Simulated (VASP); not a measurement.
Crystal: Al.

```
Al
1.0
    -1.59122    1.59122    1.59122
     1.59122   -1.59122    1.59122
     1.59122    1.59122   -1.59122
Al
1
Cartesian
  0.0000 0.0000 0.0000
```

This isn't the form of Al at room conditions, which is fcc.

```yaml
Program: VASP 6.6.1
Task: relaxation of cell and atoms
Functional: PBE-based screened hybrid with 25 % exact exchange
Potentials_or_basis: VASP PAW PBE potentials, release 64 (Al)
Cutoff: 600 eV
k_mesh: 8 × 8 × 8
Occupations: fermi-dirac, width 0.025 eV
Spin: no spin polarisation
```

At the start: pressure 3.8 GPa; volume 16.12 Å³/atom.

Question: Where does the relaxation end?

Answer: Over 3 steps the energy falls by 9.8 meV/atom and the volume is 16.96 Å³/atom (+5.2 %); space group Im-3m (No. 229, to 0.1 Å) before and after.

The path:
```
step  energy change (eV)  largest force (eV/Å)  pressure (GPa)  volume (Å³)
   1              0.0000                0.0000            3.82        16.12
   2             -0.0097                0.0000           -0.28        17.03
   3             -0.0098                0.0000           -0.02        16.96
```

Final structure:
```
CELL_PARAMETERS angstrom
-1.61852 1.61852 1.61852
1.61852 -1.61852 1.61852
1.61852 1.61852 -1.61852
ATOMIC_POSITIONS crystal
Al 0.00000 0.00000 0.00000
```

Caveat: the PAW data sets were made with another functional, which shifts forces and pressure a little.
